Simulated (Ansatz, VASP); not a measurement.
# Two plane-wave programs on HfS2

```
CELL_PARAMETERS angstrom
3.69070 0.00000 0.00000
-1.84535 3.19624 0.00000
0.00000 0.00000 31.82442
ATOMIC_POSITIONS crystal
S 0.66667 0.33333 0.45427
S 0.33333 0.66667 0.54573
Hf 0.00000 0.00000 0.50000
```

Change from the starting cell: biaxial strain +0.020, atoms relaxed.

Alike in both runs: task relaxation of the atoms; functional PBE; dispersion D3(BJ); k mesh 9 × 9 × 1; occupations gaussian, width 0.02 eV; no spin polarisation.

|  | VASP | Ansatz |
| --- | --- | --- |
| version | VASP 6.6.1 | Ansatz 0.2.0 |
| potentials or method | VASP PAW PBE potentials, release 64 (S, Hf_pv), cutoff 450 eV | scalar-relativistic, plane waves, PAW |
| valence electrons in the cell | 22 | 38 |

```csv
,VASP,Ansatz,Ansatz less VASP
"gap on the k mesh at the Fermi level, each at its own relaxed structure (eV)",1.49,1.47,-0.025
```

VASP's potentials hold 22 valence electrons a cell and Ansatz's 38, so a difference there can come from the potentials and not from the codes. Ansatz's warnings: stress scf threshold loose.

Spin-orbit coupling is off throughout.
